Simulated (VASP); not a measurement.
Fe:

```
CELL_PARAMETERS angstrom
0.00000 1.76350 1.76350
1.76350 0.00000 1.76350
1.76350 1.76350 0.00000
ATOMIC_POSITIONS crystal
Fe 0.00000 0.00000 0.00000
```

Base run:

```yaml
Program: VASP 6.6.1
Functional: PBE
Potentials_or_basis: VASP PAW PBE potentials, release 64 (Fe)
Cutoff: 520 eV
k_mesh: 11 × 11 × 11
Occupations: fermi-dirac, width 0.1 eV
Spin: collinear spin, ferromagnetic start
Starting_moments: "[0.4] μB"
```

Its results: pressure -16.1 GPa.

The run is repeated on the same cell with these changes: moments at the start from [0.4] to [1.32]; fixed moment from none to 1.32 μB. What comes out?

Pressure -5.3 GPa; site moments Fe +1.31 μB.

Caveats: the total moment is fixed, so each spin has its own Fermi level (some runs).
